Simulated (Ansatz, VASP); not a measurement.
# SiNi3: VASP beside Ansatz

The input POSCAR:

```
SiNi3
1.0
    3.4647829030      0.0000000000      0.0000000000
    0.0000000000      3.4647829030      0.0000000000
    0.0000000000      0.0000000000      3.4647829030
Si Ni
1 3
Direct
    0.0000000000      0.0000000000      0.0000000000
    0.0000000000      0.5000000000      0.5000000000
    0.5000000000      0.0000000000      0.5000000000
    0.5000000000      0.5000000000      0.0000000000
```

INCAR.step1

```
PREC = Accurate ; ENCUT = 520
ISMEAR = -1 ; SIGMA = 0.02
LREAL = F ; LASPH = T
NELM = 80 ; NBANDS = 25
GGA = PE ; ALGO = Normal
EDIFF = 1E-4 ; LWAVE = T
LCHARG = F
```

File INCAR.step2:

```
PREC = Accurate ; ENCUT = 520
EDIFF = 1E-6 ; ISMEAR = -1
SIGMA = 0.02 ; LREAL = F
LASPH = T ; NELM = 80
ALGO = Normal ; ISIF = 2
LWAVE = F ; LCHARG = F
METAGGA = R2SCAN ; LMIXTAU = T
NBANDS = 25 ; ISTART = 1
```

The input KPOINTS:

```
regular mesh
0
Gamma
  8 8 8
```

Input for Ansatz:

```yaml
crystal:
  lattice:
    - [3.464782903, 0.0, 0.0]
    - [0.0, 3.464782903, 0.0]
    - [0.0, 0.0, 3.464782903]
  atoms:
    - { symbol: Si, position: [0.0, 0.0, 0.0] }
    - { symbol: Ni, position: [0.0, 0.5, 0.5] }
    - { symbol: Ni, position: [0.5, 0.0, 0.5] }
    - { symbol: Ni, position: [0.5, 0.5, 0.0] }
kpoints:
  mp_grid: { grid: [8, 8, 8] }
  band_path:
    path: [[0.0, 0.0, 0.0], [0.0, 0.5, 0.0], [0.5, 0.5, 0.0], [0.5, 0.5, 0.5]]
    npoints: 1
hamiltonian:
  xc: r2scan
scf:
  occupations: { method: fermi_dirac, width: 0.02 }
  n_extra_bands: 5
output:
  forces: true
  stress: true
  eigenvalues: true
```

Alike in both runs: task single point; functional r2SCAN; k mesh 8 × 8 × 8; occupations fermi-dirac, width 0.02 eV; no spin polarisation.

|  | VASP | Ansatz |
| --- | --- | --- |
| version | VASP 6.6.1 | Ansatz 0.2.0 |
| potentials or method | VASP PAW PBE potentials, release 64 (Si, Ni) | plane waves, PAW |
| plane-wave cutoff (eV) | 520 | 500 |
| valence electrons in the cell | 34 | 58 |

VASP gave:

```
pressure (GPa) : 0.3
```

Question: Estimate Ansatz's values.

Answer: Pressure (GPa): -0.1.

VASP's potentials were made for PBE, not for r2SCAN. VASP's potentials hold 34 valence electrons a cell and Ansatz's 58, so a difference there can come from the potentials and not from the codes.
